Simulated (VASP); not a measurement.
Here is a VASP 6.6.1 calculation.

Contents of POSCAR:

```
La3Mg
1.0
    5.1390950000      0.0000000000      0.0000000000
    0.0000000000      5.1390950000      0.0000000000
    0.0000000000      0.0000000000      5.1390950000
La Mg
3 1
Direct
    0.5030257128      0.4984790574     -0.0013900232
    0.5017937500     -0.0036301159      0.5011420166
    0.0024760992      0.4965971337      0.4977132054
    0.0018536384     -0.0018522722     -0.0004050540
```

Contents of INCAR.step1:

```
SYSTEM = La3Mg
PREC = Accurate
ENCUT = 520
ISMEAR = -1
SIGMA = 0.1
LREAL = .FALSE.
LASPH = .TRUE.
NELM = 80
NBANDS = 26
GGA = PE
ALGO = Normal
EDIFF = 1E-4
LWAVE = .TRUE.
LCHARG = .FALSE.
```

Contents of INCAR.step2:

```
SYSTEM = La3Mg
PREC = Accurate
ENCUT = 520
EDIFF = 1E-7
ISMEAR = -1
SIGMA = 0.1
LREAL = .FALSE.
LASPH = .TRUE.
NELM = 80
ALGO = Normal
ISIF = 2
LWAVE = .FALSE.
LCHARG = .FALSE.
METAGGA = R2SCAN
LMIXTAU = .TRUE.
NBANDS = 26
ISTART = 1
```

Contents of KPOINTS:

```
Automatic mesh
0
G
  3 3 3
  0 0 0
```

Potentials or basis: VASP PAW PBE potentials, release 64 (La, Mg).

Launch:

```sh
$ cat potpaw_PBE.64/La/POTCAR potpaw_PBE.64/Mg/POTCAR > POTCAR
$ cp INCAR.step1 INCAR
$ mpirun -np 1 vasp_std > vasp.out
$ cp INCAR.step2 INCAR
$ mpirun -np 1 vasp_std > vasp.out
```

Task: Estimate the pressure.

Result: 0.0 GPa.

Task: What does it give for the largest force?

Result: 0.021 eV/Å.

Forces in eV/Å, atoms in the order of the input:
```
La  -0.007 -0.009  0.009
La   0.002  0.014 -0.017
La  -0.002  0.005  0.011
Mg   0.007 -0.010 -0.004
```

Caveat: the k points lie up to 0.41 Å⁻¹ apart; the PAW data sets were made with another functional, which shifts forces and pressure a little.
